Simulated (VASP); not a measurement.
Sc: single point with PBEsol

The system is Sc.

```
CELL_PARAMETERS angstrom
3.27517 0.00000 0.00000
-1.63759 2.83638 0.00000
0.00000 0.00000 5.10626
ATOMIC_POSITIONS crystal
Sc 0.33333 0.66667 0.25000
Sc 0.66667 0.33333 0.75000
```

| Quantity | Value |
| --- | --- |
| Program | VASP 6.6.1 |
| Task | single point |
| Functional | PBEsol |
| Potentials or basis | VASP PAW PBE potentials, release 64 (Sc_sv) |
| Cutoff | 500 eV |
| k mesh | 12 × 12 × 8 |
| Occupations | fermi-dirac, width 0.1 eV |
| Spin | no spin polarisation |

| Property | Result |
| --- | --- |
| Pressure | 0.0 GPa |
| Band gap on the k mesh | zero (bands 11 and 12 overlap by 1.54 eV) |

Levels at points of the mesh, in eV from the Fermi level:
| k point | band 7 | band 8 | band 9 | band 10 | band 11 | band 12 | band 13 | band 14 | band 15 | band 16 |
| --- | --- | --- | --- | --- | --- | --- | --- | --- | --- | --- |
| (0.00, 0.00, 0.00) | -27.58 | -27.56 | -5.21 | -1.70 | 0.70 | 1.64 | 1.64 | 1.90 | 2.11 | 2.11 |
| (0.50, 0.00, 0.00) | -27.69 | -27.63 | -1.64 | -1.10 | -0.73 | -0.31 | 1.34 | 1.37 | 1.94 | 3.92 |
| (0.00, 0.00, 0.50) | -27.62 | -27.62 | -3.61 | -3.61 | 1.00 | 1.00 | 1.55 | 1.55 | 1.55 | 1.55 |
| (0.50, 0.00, 0.50) | -27.68 | -27.68 | -1.53 | -1.53 | 0.08 | 0.08 | 1.35 | 1.35 | 2.46 | 2.46 |

Wall time 88 s on 1 thread of AMD EPYC 7R43 64-Core Processor (Zen 3), on a shared host, peak memory 0.16 GiB.

Caveat: the PAW data sets were made with another functional, which shifts forces and pressure a little.
